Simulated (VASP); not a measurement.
Set up this calculation in VASP 6.6.1, as the native input.

```
Task                   : single point
Functional             : PBEsol
Potentials or basis    : VASP PAW PBE potentials, release 64 (In_d, Sb)
Cutoff                 : 500 eV
k mesh                 : 12 × 12 × 12
Occupations            : gaussian, width 0.1 eV
Spin                   : no spin polarisation
Dipole correction      : no
Further INCAR settings : ALGO = Normal; EDIFF = 1e-06; NBANDS = 16
```

The structure of InSb (sol) lies in POSCAR:

```
InSb
1.0
    0.0000000000      3.0186075766      3.0186075766
    3.0186075766      0.0000000000      3.0186075766
    3.0186075766      3.0186075766      0.0000000000
In Sb
1 1
Direct
    0.0000000000      0.0000000000      0.0000000000
    0.5000000000      0.5000000000      0.5000000000
```

These files were run (other wordings do the same):

INCAR

```
SYSTEM = InSb
ALGO = Normal ; EDIFF = 1E-6
ENCUT = 500 ; GGA = PS
GGA_COMPAT = .False. ; ISIF = 2
ISMEAR = 0 ; LASPH = .True.
LCHARG = .False. ; LREAL = .False.
LWAVE = .False. ; NBANDS = 16
NELM = 120 ; PREC = Accurate
SIGMA = 0.1
```

KPOINTS

```
k-points
0
Gamma
  12 12 12
  0 0 0
```

Potentials or basis: VASP PAW PBE potentials, release 64 (In_d, Sb).

Launch:

```console
$ cat potpaw_PBE.64/In_d/POTCAR potpaw_PBE.64/Sb/POTCAR > POTCAR
$ mpirun -np 1 vasp_std > vasp.out
```

Results of the run:

```
Pressure               : 0.0 GPa
Band gap on the k mesh : zero (band 9 reaches 7.70 eV, above the bottom of band 10 at 4.80 eV)
```

Caveat: the PAW data sets were made with another functional, which shifts forces and pressure a little; spin-orbit coupling is left out, which moves the levels of the heavy elements.

It took 30 s on 1 thread of Intel(R) Xeon(R) Platinum 8375C CPU @ 2.90GHz (Ice Lake), on a shared host, peak memory 0.21 GiB.
